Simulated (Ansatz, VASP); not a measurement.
## CdAg2: VASP beside Ansatz

```
Cd Ag
1.0
     2.93228    0.00000    0.00000
    -1.46614    2.53943    0.00000
     0.00000    0.00000   20.78840
Cd Ag
1 2
Direct
  0.16667 0.33333 0.38565
  0.50000 0.00000 0.50000
  0.83333 0.66667 0.61435
```

Alike in both runs: task single point; functional PBE; k mesh 14 × 14 × 1; occupations fermi-dirac, width 0.05 eV; no spin polarisation.

|  | VASP | Ansatz |
| --- | --- | --- |
| version | VASP 6.6.1 | Ansatz 0.2.0 |
| potentials or method | VASP PAW PBE potentials, release 64 (Cd, Ag), cutoff 520 eV | all-electron LAPW, scalar-relativistic |

```csv
,VASP,Ansatz,Ansatz less VASP
rms of the force components (eV/Å),0.198,0.186,-0.0126
```

Atom by atom the forces differ by 0.013 eV/Å (rms over components). Ansatz ran all-electron here, and VASP with PAW potentials.
